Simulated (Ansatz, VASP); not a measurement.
**One calculation of Cd, two programs**

The input INCAR:

```
PREC = Accurate ; ENCUT = 500
EDIFF = 1E-7 ; ISMEAR = -1
SIGMA = 0.1 ; LREAL = False
LASPH = True ; NELM = 120
ALGO = Normal ; ISIF = 3
LWAVE = False ; LCHARG = False
GGA = PE ; IBRION = 2
NSW = 80 ; EDIFFG = -0.01
GGA_COMPAT = False ; NELMIN = 4
```

Contents of KPOINTS:

```
Automatic mesh
0
Gamma
  12 12 6
```

Contents of POSCAR:

```
Cd
1.0
    2.9788725081      0.0000000000      0.0000000000
   -1.4894362540      2.5797792666      0.0000000000
    0.0000000000      0.0000000000      5.6176500000
Cd
2
Direct
    0.3333333333      0.6666666667      0.2500000000
    0.6666666667      0.3333333333      0.7500000000
```

Input for Ansatz:

```yaml
crystal:
  lattice:
    - [2.9788725081, 0.0, 0.0]
    - [-1.489436254, 2.5797792666, 0.0]
    - [0.0, 0.0, 5.61765]
  atoms:
    - { symbol: Cd, position: [0.3333333333, 0.6666666667, 0.25] }
    - { symbol: Cd, position: [0.6666666667, 0.3333333333, 0.75] }
hamiltonian:
  xc: pbe
  pseudopotentials: { kind: paw, azcp: { folder: soft_1 } }
basis:
  ecutwfc: 420
  fft_grid_basis: typed
kpoints:
  mp_grid: { grid: [12, 12, 6], shift: [0, 0, 0] }
magnetization:
  spin_polarized: false
scf:
  occupations: { method: fermi_dirac, width: 0.1 }
relax:
  max_steps: 60
  f_tol: 0.01
  cell: {}
```

Alike in both runs: task relaxation of cell and atoms; functional PBE; k mesh 12 × 12 × 6; occupations fermi-dirac, width 0.1 eV; no spin polarisation.

|  | VASP | Ansatz |
| --- | --- | --- |
| version | VASP 6.6.1 | Ansatz 0.2.0 |
| potentials or method | VASP PAW PBE potentials, release 64 (Cd), cutoff 500 eV | plane waves (420 eV) with PAW (set soft_1), scalar-relativistic |
| valence electrons in the cell | 24 | 40 |

Ansatz gave:

* relaxed volume (Å³/atom): 23.11
* relaxed cell length with the largest relative difference (Å): 5.927

Problem. What did VASP give for the same quantities?

Solution. Relaxed volume (Å³/atom): 23.15; relaxed cell length with the largest relative difference (Å): 5.909.

VASP's potentials hold 24 valence electrons a cell and Ansatz's 40, so a difference there can come from the potentials and not from the codes.
